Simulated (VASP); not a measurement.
# CuGe4 in VASP: notebook, part 2 of 2

VASP 6.6.1.

## 4. Single point, PBE+D3(BJ)

Contents of INCAR:

```
  PREC = Accurate
  ENCUT = 520
  EDIFF = 1E-6
  ISMEAR = 0
  SIGMA = 0.1
  LREAL = F
  LASPH = T
  NELM = 80
  ALGO = Normal
  ISIF = 2
  LWAVE = F
  LCHARG = F
  LDIPOL = T
  IDIPOL = 3
  DIPOL = 0.5 0.5 0.335
  GGA = PE
  IVDW = 12
  NBANDS = 42
```

Contents of KPOINTS:

```
Automatic mesh
0
Gamma
  9 9 1
```

Contents of POSCAR:

```
CuGe4
1.0
    4.0303587933      0.0000000000      0.0000000000
   -2.0151793967      3.4903931014      0.0000000000
    0.0000000000      0.0000000000     21.4984134729
Ge Cu
4 1
Direct
    0.3333333333      0.6666666667      0.1860602414
    0.0000000000      0.0000000000      0.2243278812
    0.0000000000      0.0000000000      0.3459155542
    0.6666666667      0.3333333333      0.3813496974
    1.3333333333      0.6666666667      0.5348493966
```

Potentials or basis: VASP PAW PBE potentials, release 64 (Ge_d, Cu).

Run with:

```bash
$ cat potpaw_PBE.64/Ge_d/POTCAR potpaw_PBE.64/Cu/POTCAR > POTCAR
$ mpirun -np 1 vasp_std > vasp.out
```

OUTCAR:

```text
PREC = Accurate
   ENCUT = 520
   EDIFF = 1E-6
   ISMEAR = 0
   LREAL = F
   LASPH = T
   NELM = 80
   ISIF = 2
   GGA = PE
   IVDW = 12
 IVDW          = 12

 ion  position               nearest neighbor table
   1  0.333  0.667  0.186-   2 2.47   2 2.47   2 2.47
   2  0.000  0.000  0.224-   1 2.47   1 2.47   1 2.47   3 2.61
   3  0.000  0.000  0.346-   4 2.45   4 2.45   4 2.45   2 2.61
   4  0.667  0.333  0.381-   3 2.45   3 2.45   3 2.45
   5  0.333  0.667  0.535-

  LATTYP: Found a hexagonal cell.
 ALAT       =     4.0303587933
 C/A-ratio  =     5.3341190141

  Lattice vectors:

 A1 = (   4.0303587933,   0.0000000000,   0.0000000000)
 A2 = (  -2.0151793967,   3.4903931014,   0.0000000000)
 A3 = (   0.0000000000,   0.0000000000,  21.4984134729)

Analysis of symmetry for initial positions (statically):
=====================================================================
 Subroutine PRICEL returns:
 Original cell was already a primitive cell.

 Routine SETGRP: Setting up the symmetry group for a
 hexagonal supercell.

 Subroutine GETGRP returns: Found  6 space group operations
 (whereof  6 operations were pure point group operations)
 out of a pool of 24 trial point group operations.

The static configuration has the point symmetry C_3v.

Analysis of symmetry for dynamics (positions and initial velocities):
=====================================================================
 Subroutine PRICEL returns:
 Original cell was already a primitive cell.

 Routine SETGRP: Setting up the symmetry group for a
 hexagonal supercell.

 Subroutine GETGRP returns: Found  6 space group operations
 (whereof  6 operations were pure point group operations)
 out of a pool of 24 trial point group operations.

The dynamic configuration has the point symmetry C_3v.

 Subroutine INISYM returns: Found  6 space group operations
 (whereof  6 operations are pure point group operations),
 and found     1 'primitive' translations

----------------------------------------------------------------------------------------

                                     Primitive cell

  volume of cell :     302.4297

  direct lattice vectors                    reciprocal lattice vectors
     4.030358793  0.000000000  0.000000000     0.248116868  0.143250340  0.000000000
    -2.015179397  3.490393101  0.000000000     0.000000000  0.286500681  0.000000000
     0.000000000  0.000000000 21.498413473     0.000000000  0.000000000  0.046515060

  length of vectors
     4.030358793  4.030358793 21.498413473     0.286500681  0.286500681  0.046515060

  position of ions in fractional coordinates (direct lattice)
     0.333333333  0.666666667  0.186060241
     0.000000000  0.000000000  0.224327881
     0.000000000  0.000000000  0.345915554
     0.666666667  0.333333333  0.381349697
     0.333333333  0.666666667  0.534849397

  ion indices of the primitive-cell ions
   primitive index   ion index
                 1           1
                 2           2
                 3           3
                 4           4
                 5           5

[... 33 lines left out ...]
  0.111111  0.111111  0.000000      6.000000
  0.222222  0.111111  0.000000     12.000000
  0.333333  0.111111  0.000000     12.000000
  0.444444  0.111111  0.000000      6.000000
  0.222222  0.222222  0.000000      6.000000
  0.333333  0.222222  0.000000     12.000000
  0.333333  0.333333  0.000000      2.000000
   k-points           NKPTS =     12   k-points in BZ     NKDIM =     12   number of bands    NBANDS=     42
   number of dos      NEDOS =    301   number of ions     NIONS =      5
   total plane-waves  NPLWV = 144000
   dimension x,y,z NGX =    30 NGY =   30 NGZ =  160
   dimension x,y,z NGXF=    60 NGYF=   60 NGZF=  320
   ions per type =               4   1
   NGX,Y,Z   is equivalent  to a cutoff of  12.37, 12.37, 12.37 a.u.
   NGXF,Y,Z  is equivalent  to a cutoff of  24.75, 24.75, 24.75 a.u.
 SYSTEM =  unknown system
   PREC   = accura    normal or accurate (medium, high low for compatibility)
   ISTART =      0    job   : 0-new  1-cont  2-samecut
   ICHARG =      2    charge: 1-file 2-atom 10-const
   ISPIN  =      1    spin polarized calculation?
   LNONCOLLINEAR =      F non collinear calculations
   LSORBIT =      F    spin-orbit coupling
   LASPH  =      T    aspherical Exc in radial PAW
   ENCUT  =  520.0 eV  38.22 Ry    6.18 a.u.   7.49  7.49 39.97*2*pi/ulx,y,z
   NELM   =     80;   NELMIN=  2; NELMDL= -5     # of ELM steps
   EDIFF  = 0.1E-05   stopping-criterion for ELM
   LREAL  =      F    real-space projection
   EDIFFG = 0.1E-04   stopping-criterion for IOM
   NSW    =      0    number of steps for IOM
   IBRION =     -1    ionic relax: 0-MD 1-quasi-New 2-CG
   NFREE  =      0    steps in history (QN), initial steepest desc. (CG)
   ISIF   =      2    stress and relaxation
   ISYM   =      2    0-nonsym 1-usesym 2-fastsym
   POTIM  = 0.5000    time-step for ionic-motion
   TEBEG  =    0.0;   TEEND  =   0.0 temperature during run
   PSTRESS=    0.0 pullay stress
   NELECT =      67.0000    total number of electrons
   NUPDOWN=      -1.0000    fix difference up-down
   EMIN   =  10.00;   EMAX   =-10.00  energy-range for DOS
   EFERMI =   0.00;   METHOD = LEGACY
   ISMEAR =     0;   SIGMA  =   0.10  broadening in eV -4-tet -1-fermi 0-gaus
   EFERMI_NEDOS =   21; number of points for ismear=-14 and -15
   IALGO  =     38    algorithm
   IMIX   =      4    mixing-type and parameters
     AMIX     =   0.40;   BMIX     =  1.00
     AMIX_MAG =   1.60;   BMIX_MAG =  1.00
  volume/ion in A,a.u.               =      60.49       408.18
  Fermi-wavevector in a.u.,A,eV,Ry     =   0.990585  1.871934 13.350826  0.981258
  Thomas-Fermi vector in A             =   2.122265
   LORBIT       =      0    0 simple, 1 ext, 2 COOP (PROOUT), +10 PAW based schemes
   GGA     = PE    functional components
   LHFCALC =     F    Hartree Fock is set to
   AEXX    =    0.0000 exact exchange contribution
   IVDW    =    12    specifies the selected vdW correction
   LEPSILON=     F    determine dielectric tensor
   LRPA    =     F    only Hartree local field effects (RPA)
 non-spin polarized calculation
 Gauss-broadening in eV      SIGMA  =   0.10
  energy-cutoff  :      520.00
  volume of cell :      302.43
 maximum number of plane-waves:      8193
 NGX is ok and might be reduce to    30
   NGX = 15   NGY = 15   NGZ = 79

 dipolmoment           0.000000      0.000000     -0.001772 electrons x Angstroem

 number of electron      67.0000037 magnetization

 dipolmoment           0.000000      0.000000      0.003395 electrons x Angstroem

 Free energy of the ion-electron system (eV)
  ---------------------------------------------------
  ext. energy  EPLUGINS =         0.00000000
  ---------------------------------------------------
  free energy    TOTEN  =       -17.61504071 eV

  energy without entropy =      -17.60256466  energy(sigma->0) =      -17.60880268

 E-fermi :  -1.4083     XC(G=0):  -4.6832

 val. band max:       -1.4836589785   @ k =   0.3333   0.3333   0.0000
 cond. band min:      -1.3748882903   @ k =   0.3333   0.1111   0.0000
 fundamental gap:      0.1087706882
 Fermi energy:        -1.4083284693

 k-point     1 :       0.0000    0.0000    0.0000
  band No.  band energies     occupation
      1     -25.8251      2.00000
      2     -25.8251      2.00000
      3     -25.7946      2.00000
      4     -25.7707      2.00000
      5     -25.7707      2.00000
      6     -25.7302      2.00000
[... 529 lines left out ...]
     41       4.5684      0.00000
     42       4.9576      0.00000

------------------------ aborting loop because EDIFF is reached ----------------------------------------

 vacuum level on the upper side and lower side of the slab       (xc-potential included)        -0.147        -0.131

 Edisp (eV)   -1.16185

 E8    (eV) :    -0.5348

  FORCE on cell =-STRESS in cart. coord.  units (eV):
  Direction    XX          YY          ZZ          XY          YZ          ZX
  --------------------------------------------------------------------------------------
  -------------------------------------------------------------------------------------
  Total      -2.28707    -2.28707    -1.69818     0.00000     0.00000     0.00000
  in kB     -12.11615   -12.11615    -8.99643     0.00000     0.00000     0.00000
  external pressure =      -11.08 kB  Pullay stress =        0.00 kB

 VOLUME and BASIS-vectors are now :
 -----------------------------------------------------------------------------
  energy-cutoff  :      520.00
  volume of cell :      302.43
      direct lattice vectors                 reciprocal lattice vectors
     4.030358793  0.000000000  0.000000000     0.248116868  0.143250340  0.000000000
    -2.015179397  3.490393101  0.000000000     0.000000000  0.286500681  0.000000000
     0.000000000  0.000000000 21.498413473     0.000000000  0.000000000  0.046515060

 POSITION                                       TOTAL-FORCE (eV/Angst)
 -----------------------------------------------------------------------------------
     -0.00000      2.32693      4.00000        -0.000000     -0.000000      0.152469
      0.00000      0.00000      4.82269         0.000000     -0.000000     -0.075280
      0.00000      0.00000      7.43664         0.000000      0.000000     -0.097153
      2.01518      1.16346      8.19841        -0.000000     -0.000000      0.420793
     -0.00000      2.32693     11.49841         0.000000     -0.000000     -0.400829
 -----------------------------------------------------------------------------------
    total drift:                               -0.000000     -0.000001     -0.005239

  FREE ENERGIE OF THE ION-ELECTRON SYSTEM (eV)
  ---------------------------------------------------
  free  energy   TOTEN  =       -18.7768885534 eV

  energy  without entropy=      -18.7644124985  energy(sigma->0) =      -18.77065053

 vacuum level on the upper side and lower side of the slab         3.123         3.138
```

OSZICAR:

```text
N       E                     dE             d eps       ncg     rms          rms(c)
DAV:   1     0.623127911111E+03    0.62313E+03   -0.33700E+04  1206   0.267E+03
DAV:   2     0.897474615736E+02   -0.53338E+03   -0.51945E+03  1072   0.734E+02
DAV:   3    -0.118168299682E+02   -0.10156E+03   -0.99755E+02  1370   0.210E+02
DAV:   4    -0.183486143623E+02   -0.65318E+01   -0.64469E+01  1180   0.603E+01
[... 19 lines left out ...]
DAV:  24    -0.176150341157E+02   -0.87285E-05   -0.97141E-07   728   0.314E-02    0.174E-03
DAV:  25    -0.176150365873E+02   -0.24716E-05   -0.53604E-07   720   0.973E-03    0.578E-04
DAV:  26    -0.176150390510E+02   -0.24637E-05   -0.28244E-07   684   0.897E-03    0.594E-04
DAV:  27    -0.176150403018E+02   -0.12507E-05   -0.19114E-07   728   0.106E-02    0.293E-04
DAV:  28    -0.176150407103E+02   -0.40856E-06   -0.10337E-07   726   0.573E-03
   1 F= -.18776889E+02 E0= -.18770651E+02  d E =-.124761E-01
```

Wall time 3.8 min (1 thread of Intel Xeon 6975P-C (Granite Rapids), shared host); peak memory 0.43 GiB.

What came out:

| Property | Result |
| --- | --- |
| Free energy | -18.7769 eV |
| Largest force | 0.421 eV/Å |
| Band gap on the k mesh | zero (an odd number of electrons rules out a gap without spin polarisation) |
| Dispersion energy per atom | -0.232 eV |

Forces in eV/Å, atoms in the order of the input:
```
Ge   0.000  0.000  0.152
Ge   0.000  0.000 -0.075
Ge   0.000  0.000 -0.097
Ge   0.000  0.000  0.421
Cu   0.000  0.000 -0.401
```

## 5. The runs side by side

```tsv
cell	gap on the mesh (eV)	largest force (eV/Å)
as given, atomic positions A	none	0.84
as given, atomic positions B	none	0.40
as given, atomic positions C	none	0.42
```

Alike in all rows: task single point; level PBE+D3(BJ); potentials or basis VASP PAW PBE potentials, release 64 (Ge_d, Cu); no spin polarisation; k mesh 9 × 9 × 1; cutoff (eV) 520; smearing gaussian 0.1 eV.

Absolute energies hang on the potentials; compare differences alone.
